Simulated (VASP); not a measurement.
Runs of VASP 6.6.1 on KCd2Os3. The structure is that of space group P6/mmm (No. 191), or close to it. The cells are those of the table. 

```csv
task,cell,k mesh,cutoff (eV),gap on the mesh (eV),pressure (GPa),relaxed volume (Å³/atom)
relaxation of cell and atoms,"relaxed from a = 5.336, b = 5.336, c = 4.823 Å, angles 90.0, 90.0, 120.0°, 6 atoms",6 × 6 × 4,600,none,0.0,19.80
single point,"a = 5.336, b = 5.336, c = 4.823 Å, angles 90.0, 90.0, 120.0°, 6 atoms",3 × 3 × 6,520,none,0.2,-
single point,"a = 5.309, b = 5.309, c = 4.859 Å, angles 90.0, 90.0, 120.0°, 6 atoms",6 × 6 × 4,520,none,0.2,-
relaxation of cell and atoms,"relaxed from a = 6.141, b = 6.141, c = 3.739 Å, angles 90.0, 90.0, 120.0°, 6 atoms",3 × 3 × 6,600,none,-0.1,(a)
```

Alike in all rows: level PBE; potentials or basis VASP PAW PBE potentials, release 64 (K_sv, Cd, Os); no spin polarisation; smearing gaussian 0.1 eV.

Fill in the values left out.

(a) 19.87.

Caveats: some runs use coarse meshes; spin-orbit coupling is left out, which moves the levels of the heavy elements; a cell axis changed by over 15 % at a fixed basis, so the end point is rough (at least some runs).

A k mesh can miss the band edges, and the runs leave out spin-orbit coupling on Cd, Os.

A gap of «none» marks levels without a gap at the run's occupations.
